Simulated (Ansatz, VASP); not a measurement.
# Two plane-wave programs on TiO2

```
CELL_PARAMETERS angstrom
4.55088 0.00000 0.00000
0.00000 4.55088 0.00000
0.00000 0.00000 2.92396
ATOMIC_POSITIONS crystal
Ti 0.00000 0.00000 0.00000
Ti 0.50000 0.50000 0.50000
O 0.30357 0.30357 0.00000
O 0.19643 0.80357 0.50000
O 0.80357 0.19643 0.50000
O 0.69643 0.69643 0.00000
```

Change from the starting cell: hydrostatic strain -1.0%.

Alike in both runs: task single point; functional r2SCAN; k mesh 6 × 6 × 8; no spin polarisation.

|  | VASP | Ansatz |
| --- | --- | --- |
| version | VASP 6.6.1 | Ansatz 0.2.0 |
| potentials or method | VASP PAW PBE potentials, release 64 (Ti_sv, O) | plane waves, PAW |
| plane-wave cutoff (eV) | 520 | 500 |
| occupations | gaussian, width 0.01 eV | fixed |
| valence electrons in the cell | 48 | 48 |

```tsv
	VASP	Ansatz	Ansatz less VASP
gap on the k mesh at the Fermi level (eV)	2.27	2.26	-0.008
pressure (GPa)	9.1	7.7	-1.37
traceless stress, the component that is largest in VASP (GPa)	1.75	1.29	-0.456
rms of the force components (eV/Å)	0.015	0.001	-0.0149
```

VASP's potentials were made for PBE, not for r2SCAN. Atom by atom the forces differ by 0.015 eV/Å (rms over components).
